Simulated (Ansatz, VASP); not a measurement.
Cu: VASP beside Ansatz

INCAR

```
PREC = Accurate
ENCUT = 520
EDIFF = 1E-6
ISMEAR = 0
SIGMA = 0.15
LREAL = False
LASPH = True
NELM = 80
ALGO = Fast
ISIF = 2
LWAVE = False
LCHARG = False
GGA = PE
NBANDS = 18
```

Contents of KPOINTS:

```
regular mesh
0
Gamma
  21 21 10
```

File POSCAR:

```
Cu
1.0
    2.5672412656      0.0000000000      0.0000000000
   -1.2836206328      2.2232961536      0.0000000000
    0.0000000000      0.0000000000      4.1920560930
Cu
2
Direct
    0.2991498532      0.5982997063      0.2149336753
    0.7008501468      0.4017002937      0.7850663247
```

Input for Ansatz:

```yaml
crystal:
  lattice:
    - [2.5672412656, 0.0, 0.0]
    - [-1.2836206328, 2.2232961536, 0.0]
    - [0.0, 0.0, 4.192056093]
  atoms:
    - { symbol: Cu, position: [0.2991498532, 0.5982997063, 0.2149336753] }
    - { symbol: Cu, position: [0.7008501468, 0.4017002937, 0.7850663247] }
basis:
  ecutwfc: 520.0
kpoints:
  mp_grid: { grid: [21, 21, 10] }
hamiltonian:
  xc: pbe
  pseudopotentials: { kind: paw, azcp: { folder: soft_1 } }
scf:
  occupations: { method: gaussian, width: 0.15 }
output:
  forces: true
  stress: true
  eigenvalues: true
  write_density: true
  write_potential: true
  elf: true
  volumetric_format: npy
```

Change from the starting cell: mode 5 frozen in at -0.152 Å and mode 6 at -0.147 Å (largest displacements).

Alike in both runs: task single point; functional PBE; k mesh 21 × 21 × 10; occupations gaussian, width 0.15 eV; no spin polarisation.

|  | VASP | Ansatz |
| --- | --- | --- |
| version | VASP 6.6.1 | Ansatz 0.2.0 |
| potentials or method | VASP PAW PBE potentials, release 64 (Cu), cutoff 520 eV | scalar-relativistic, plane waves, PAW |
| valence electrons in the cell | 22 | 38 |

Ansatz gave:

- gap on the k mesh at the Fermi level (eV): none
- pressure (GPa): 9.7
- traceless stress, the component that is largest in VASP (GPa): -10.01
- rms of the force components (eV/Å): 1.516

Question: Estimate VASP's values.

Answer: gap on the k mesh at the Fermi level (eV): none; pressure (GPa): 10.0; traceless stress, the component that is largest in VASP (GPa): -10.01; rms of the force components (eV/Å): 1.525.

Atom by atom the forces differ by 0.009 eV/Å (rms over components). A gap of «none» marks a metal or a gap that the smearing closes. VASP's potentials hold 22 valence electrons a cell and Ansatz's 38, so a difference there can come from the potentials and not from the codes.
